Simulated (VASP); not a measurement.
# Ni (P6_3/mmc) in VASP: a series of runs

Runs on Ni. Level: LDA. Tasks: single point.

Everything below comes from runs of VASP 6.6.1. Logs are shortened: lines on timing, memory, paths and dates and some standing lists are left out, and cuts for length are marked.

### Step 1. The cell of the first run

Symmetry: P6_3/mmc, No. 194, hexagonal system. The conventional cell has a = 2.328 Å, b = 2.328 Å, c = 3.814 Å, α = 90.00°, β = 90.00°, γ = 120.00°. Ni (site symmetry -6m2) has 12 Ni at 2.33 Å within 3.1 Å.

This isn't the form of Ni at room conditions, which is fcc.

### Step 2. Single point, LDA, collinear spin, antiferromagnetic start

INCAR

```
SYSTEM = Ni
PREC = Accurate ; ENCUT = 520
EDIFF = 1E-6 ; ISMEAR = -1
SIGMA = 0.15 ; LREAL = .FALSE.
LASPH = .TRUE. ; NELM = 150
ALGO = Normal ; ISIF = 2
LWAVE = .FALSE. ; LCHARG = .FALSE.
ISPIN = 2 ; MAGMOM = 1.5 -1.5
LORBIT = 11 ; LMAXMIX = 4
GGA = CA ; NBANDS = 21
```

KPOINTS

```
Automatic mesh
0
G
  13 13 7
  0 0 0
```

POSCAR

```
Ni
1.0
    2.3277061983      0.0000000000      0.0000000000
   -1.1638530991      2.0158527003      0.0000000000
    0.0000000000      0.0000000000      3.8140050558
Ni
2
Direct
    0.3333333333      0.6666666667      0.2500000000
    0.6666666667      0.3333333333      0.7500000000
```

Potentials or basis: VASP PAW LDA potentials, release 64 (Ni).

Launch:

```sh
cat potpaw_LDA.64/Ni/POTCAR > POTCAR
mpirun -np 1 vasp_std > vasp.out
```

OUTCAR:

```text
SYSTEM = Ni
   PREC = Accurate
   ENCUT = 520
   EDIFF = 1E-6
   ISMEAR = -1
   LREAL = .FALSE.
   LASPH = .TRUE.
   NELM = 150
   ISIF = 2
   ISPIN = 2
   LORBIT = 11
   GGA = CA

 ion  position               nearest neighbor table
   1  0.333  0.667  0.250-   2 2.33   2 2.33   2 2.33   2 2.33   2 2.33   2 2.33
   2  0.667  0.333  0.750-   1 2.33   1 2.33   1 2.33   1 2.33   1 2.33   1 2.33

  LATTYP: Found a hexagonal cell.
 ALAT       =     2.3277061983
 C/A-ratio  =     1.6385251105

  Lattice vectors:

 A1 = (   2.3277061983,   0.0000000000,   0.0000000000)
 A2 = (  -1.1638530991,   2.0158527003,   0.0000000000)
 A3 = (   0.0000000000,   0.0000000000,   3.8140050558)

Analysis of symmetry for initial positions (statically):
=====================================================================
 Subroutine PRICEL returns:
 Original cell was already a primitive cell.

 Routine SETGRP: Setting up the symmetry group for a
 hexagonal supercell.

 Subroutine GETGRP returns: Found 24 space group operations
 (whereof 12 operations were pure point group operations)
 out of a pool of 24 trial point group operations.

The static configuration has the point symmetry D_3d.
 The point group associated with its full space group is D_6h.

Analysis of symmetry for dynamics (positions and initial velocities):
=====================================================================
 Subroutine PRICEL returns:
 Original cell was already a primitive cell.

 Routine SETGRP: Setting up the symmetry group for a
 hexagonal supercell.

 Subroutine GETGRP returns: Found 24 space group operations
 (whereof 12 operations were pure point group operations)
 out of a pool of 24 trial point group operations.

The dynamic configuration has the point symmetry D_3d.
 The point group associated with its full space group is D_6h.

Analysis of structural, dynamic, and magnetic symmetry:
=====================================================================
 Subroutine PRICEL returns:
 Original cell was already a primitive cell.

 Routine SETGRP: Setting up the symmetry group for a
 hexagonal supercell.

 Subroutine GETGRP returns: Found 24 space group operations
 (whereof 12 operations were pure point group operations)
 out of a pool of 24 trial point group operations.

The overall configuration has the point symmetry D_3d.
 The point group associated with its full space group is D_6h.

 Subroutine INISYM returns: Found 24 space group operations
 (whereof 12 operations are pure point group operations),
 and found     1 'primitive' translations

----------------------------------------------------------------------------------------

                                     Primitive cell

  volume of cell :      17.8965

  direct lattice vectors                    reciprocal lattice vectors
     2.327706198  0.000000000  0.000000000     0.429607483  0.248033996  0.000000000
    -1.163853099  2.015852700  0.000000000     0.000000000  0.496067991  0.000000000
     0.000000000  0.000000000  3.814005056     0.000000000  0.000000000  0.262191577

  length of vectors
     2.327706198  2.327706198  3.814005056     0.496067991  0.496067991  0.262191577

  position of ions in fractional coordinates (direct lattice)
     0.333333333  0.666666667  0.250000000
     0.666666667  0.333333333  0.750000000

  ion indices of the primitive-cell ions
   primitive index   ion index
                 1           1
                 2           2

----------------------------------------------------------------------------------------

 KPOINTS: Automatic mesh

Automatic generation of k-mesh.
 Grid dimensions read from file:
 generate k-points for:   13   13    7

 Generating k-lattice:

  Cartesian coordinates                     Fractional coordinates (reciprocal lattice)
     0.033046729  0.019079538  0.000000000     0.076923077  0.000000000  0.000000000
     0.000000000  0.038159076  0.000000000     0.000000000  0.076923077  0.000000000
     0.000000000  0.000000000  0.037455940     0.000000000  0.000000000  0.142857143

  Length of vectors
     0.038159076  0.038159076  0.037455940

  Shift w.r.t. Gamma in fractional coordinates (k-lattice)
     0.000000000  0.000000000  0.000000000

 Subroutine IBZKPT returns following result:
 ===========================================

 Found     84 irreducible k-points:

 Following reciprocal coordinates:
            Coordinates               Weight
  0.000000  0.000000  0.000000      1.000000
  0.076923 -0.000000  0.000000      6.000000
  0.153846 -0.000000  0.000000      6.000000
  0.230769 -0.000000  0.000000      6.000000
  0.307692 -0.000000  0.000000      6.000000
  0.384615  0.000000  0.000000      6.000000
[... 16 lines left out ...]
  0.076923 -0.000000  0.142857     12.000000
  0.153846 -0.000000  0.142857     12.000000
 [... further k-points ...]
   k-points           NKPTS =     84   k-points in BZ     NKDIM =     84   number of bands    NBANDS=     21
   number of dos      NEDOS =    301   number of ions     NIONS =      2
   total plane-waves  NPLWV =   9072
   dimension x,y,z NGX =    18 NGY =   18 NGZ =   28
   dimension x,y,z NGXF=    36 NGYF=   36 NGZF=   56
   ions per type =               2
   NGX,Y,Z   is equivalent  to a cutoff of  12.86, 12.86, 12.20 a.u.
   NGXF,Y,Z  is equivalent  to a cutoff of  25.71, 25.71, 24.41 a.u.
 SYSTEM =  Ni
   PREC   = accura    normal or accurate (medium, high low for compatibility)
   ISTART =      0    job   : 0-new  1-cont  2-samecut
   ICHARG =      2    charge: 1-file 2-atom 10-const
   ISPIN  =      2    spin polarized calculation?
   LNONCOLLINEAR =      F non collinear calculations
   LSORBIT =      F    spin-orbit coupling
   LASPH  =      T    aspherical Exc in radial PAW
   ENCUT  =  520.0 eV  38.22 Ry    6.18 a.u.   4.33  4.33  7.09*2*pi/ulx,y,z
   NELM   =    150;   NELMIN=  2; NELMDL= -5     # of ELM steps
   EDIFF  = 0.1E-05   stopping-criterion for ELM
   LREAL  =      F    real-space projection
   EDIFFG = 0.1E-04   stopping-criterion for IOM
   NSW    =      0    number of steps for IOM
   IBRION =     -1    ionic relax: 0-MD 1-quasi-New 2-CG
   NFREE  =      0    steps in history (QN), initial steepest desc. (CG)
   ISIF   =      2    stress and relaxation
   ISYM   =      2    0-nonsym 1-usesym 2-fastsym
   POTIM  = 0.5000    time-step for ionic-motion
   TEBEG  =    0.0;   TEEND  =   0.0 temperature during run
   PSTRESS=    0.0 pullay stress
   NELECT =      20.0000    total number of electrons
   NUPDOWN=      -1.0000    fix difference up-down
   EMIN   =  10.00;   EMAX   =-10.00  energy-range for DOS
   EFERMI =   0.00;   METHOD = LEGACY
   ISMEAR =    -1;   SIGMA  =   0.15  broadening in eV -4-tet -1-fermi 0-gaus
   EFERMI_NEDOS =   21; number of points for ismear=-14 and -15
   IALGO  =     38    algorithm
   IMIX   =      4    mixing-type and parameters
     AMIX     =   0.40;   BMIX     =  1.00
     AMIX_MAG =   1.60;   BMIX_MAG =  1.00
  volume/ion in A,a.u.               =       8.95        60.39
  Fermi-wavevector in a.u.,A,eV,Ry     =   1.698878  3.210413 39.268932  2.886185
  Thomas-Fermi vector in A             =   2.779297
   LORBIT       =     11    0 simple, 1 ext, 2 COOP (PROOUT), +10 PAW based schemes
   GGA     = CA    functional components
   LHFCALC =     F    Hartree Fock is set to
   AEXX    =    0.0000 exact exchange contribution
   IVDW    =     0    specifies the selected vdW correction
   LEPSILON=     F    determine dielectric tensor
   LRPA    =     F    only Hartree local field effects (RPA)
 spin polarized calculation
  energy-cutoff  :      520.00
  volume of cell :       17.90
 maximum number of plane-waves:       496
 NGX is ok and might be reduce to    18
   NGX =  9   NGY =  9   NGZ = 15

 number of electron      20.0000005 magnetization      -0.0000000

 number of electron      20.0000005 magnetization       0.0000000

 Free energy of the ion-electron system (eV)
  ---------------------------------------------------
  ext. energy  EPLUGINS =         0.00000000
  ---------------------------------------------------
  free energy    TOTEN  =       -12.99005398 eV

  energy without entropy =      -12.68726742  energy(sigma->0) =      -12.83866070

 E-fermi :  12.0807     XC(G=0): -14.8098

 val. band max:       12.0770565357   @ k =   0.3846   0.0000   0.1429
 cond. band min:      12.0847245583   @ k =   0.3846   0.0000   0.0000
 fundamental gap:      0.0076680226
 Fermi energy:        12.0806538562

 spin component 1

 k-point     1 :       0.0000    0.0000    0.0000
  band No.  band energies     occupation
      1       1.7305      1.00000
      2       6.3210      1.00000
      3       9.5045      1.00000
      4       9.6058      1.00000
      5       9.6058      1.00000
      6       9.9865      1.00000
[... 13 lines left out ...]
     20      41.5999      0.00000
     21      46.1648      0.00000
[... 529 lines left out ...]
 k-point    24 :       0.1538   -0.0000    0.1429
  band No.  band energies     occupation
      1       2.8814      1.00000
      2       6.8379      1.00000
      3       8.9998      1.00000
      4       9.0303      1.00000
      5       9.6179      1.00000
      6       9.9407      1.00000
[... 13 lines left out ...]
     20      43.4174      0.00000
     21      44.4477      0.00000

 [... further k-points ...]

 spin component 2

 k-point     1 :       0.0000    0.0000    0.0000
  band No.  band energies     occupation
      1       1.7305      1.00000
      2       6.3210      1.00000
      3       9.5045      1.00000
      4       9.6058      1.00000
      5       9.6058      1.00000
      6       9.9865      1.00000
[... 13 lines left out ...]
     20      41.5999      0.00000
     21      46.1648      0.00000
[... 529 lines left out ...]
 k-point    24 :       0.1538   -0.0000    0.1429
  band No.  band energies     occupation
      1       2.8814      1.00000
      2       6.8379      1.00000
      3       8.9998      1.00000
      4       9.0303      1.00000
      5       9.6179      1.00000
      6       9.9407      1.00000
[... 13 lines left out ...]
     20      43.4174      0.00000
     21      44.4477      0.00000

 [... further k-points ...]

------------------------ aborting loop because EDIFF is reached ----------------------------------------

  FORCE on cell =-STRESS in cart. coord.  units (eV):
  Direction    XX          YY          ZZ          XY          YZ          ZX
  --------------------------------------------------------------------------------------
  -------------------------------------------------------------------------------------
  Total        4.3196733      4.3196733      4.4008667      0.0000000      0.0000000      0.0000000
  in kB      386.7169946    386.7169946    393.9858003      0.0000000      0.0000000      0.0000000
  external PRESSURE =     389.1399299 kB  Pullay stress =       0.0000000 kB

 VOLUME and BASIS-vectors are now :
 -----------------------------------------------------------------------------
  energy-cutoff  :      520.00
  volume of cell :       17.90
      direct lattice vectors                 reciprocal lattice vectors
     2.327706198  0.000000000  0.000000000     0.429607483  0.248033996  0.000000000
    -1.163853099  2.015852700  0.000000000     0.000000000  0.496067991  0.000000000
     0.000000000  0.000000000  3.814005056     0.000000000  0.000000000  0.262191577

 POSITION                                       TOTAL-FORCE (eV/Angst)
 -----------------------------------------------------------------------------------
     -0.00000      1.34390      0.95350        -0.000000     -0.000000      0.000000
      1.16385      0.67195      2.86050         0.000000      0.000000      0.000000
 -----------------------------------------------------------------------------------
    total drift:                                0.000000      0.000000     -0.000000

  FREE ENERGIE OF THE ION-ELECTRON SYSTEM (eV)
  ---------------------------------------------------
  free  energy   TOTEN  =       -12.9900539808 eV

  energy  without entropy=      -12.6872674196  energy(sigma->0) =      -12.83866070

 total charge

# of ion       s       p       d       tot
------------------------------------------
    1        0.590   0.695   8.458   9.743
    2        0.590   0.695   8.458   9.743
--------------------------------------------------
tot          1.181   1.390  16.915  19.486

 magnetization (x)

# of ion       s       p       d       tot
------------------------------------------
    1       -0.000   0.000   0.000   0.000
    2        0.000  -0.000  -0.000  -0.000
--------------------------------------------------
tot          0.000   0.000   0.000   0.000
```

It took 41 s on 1 thread of Intel Xeon Platinum 8488C (Sapphire Rapids), shared host; peak memory 0.16 GiB.

What came out:

| Item | Value |
| --- | --- |
| Free energy | -12.9901 eV |
| Pressure | 38.9 GPa |
| Band gap on the k mesh | zero (filled and empty bands overlap) |
| Net moment | 0.00 μB per cell |
| Valence electrons inside the program's atomic spheres | Ni 9.74 |

Stress tensor (GPa, compression positive):
```
38.67  0.00  0.00
 0.00 38.67  0.00
 0.00  0.00 39.40
```

Levels at points of the mesh, in eV from the Fermi level:
Spin up:
```csv
k point,band 6,band 7,band 8,band 9,band 10,band 11,band 12,band 13,band 14,band 15
"(0.00, 0.00, 0.00)",-2.09,-2.09,-1.55,-1.55,-0.59,-0.24,-0.24,7.48,24.38,27.72
```
Spin down:
```
           k point  band 7  band 8  band 9  band 10  band 11  band 12  band 13  band 14
(0.00, 0.00, 0.00)   -2.09   -1.55   -1.55    -0.59    -0.24    -0.24     7.48    24.38
```

Caveat: the cell stands under pressure.

(Continued in part 2 of 2.)
